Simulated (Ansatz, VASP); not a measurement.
## Be3V in VASP and in Ansatz

```xyz
4
Lattice="0.0000 2.6684 2.6684 2.6684 0.0000 2.6684 2.6684 2.6684 0.0000" Properties=species:S:1:pos:R:3 pbc="T T T"
Be    1.3342    1.3342    1.3342
Be    4.0026    4.0026    4.0026
Be    2.6684    2.6684    2.6684
V     0.0000    0.0000    0.0000
```

Alike in both runs: task relaxation of cell and atoms; functional PBE; k mesh 14 × 14 × 14; occupations gaussian, width 0.1 eV; no spin polarisation.

|  | VASP | Ansatz |
| --- | --- | --- |
| version | VASP 6.6.1 | Ansatz 0.2.0 |
| potentials or method | VASP PAW PBE potentials, release 64 (Be, V_sv), cutoff 600 eV | scalar-relativistic, plane waves, PAW |
| valence electrons in the cell | 19 | 19 |

|  | VASP | Ansatz | Ansatz less VASP |
| --- | --- | --- | --- |
| gap on the k mesh at the Fermi level, each at its own relaxed structure (eV) | none | none | - |
| relaxed volume (Å³/atom) | 9.42 | 9.42 | +0.001 |
| relaxed cell length with the largest relative difference (Å) | 3.764 | 3.764 | +0.0001 |

A gap of «none» marks a metal or a gap that the smearing closes.
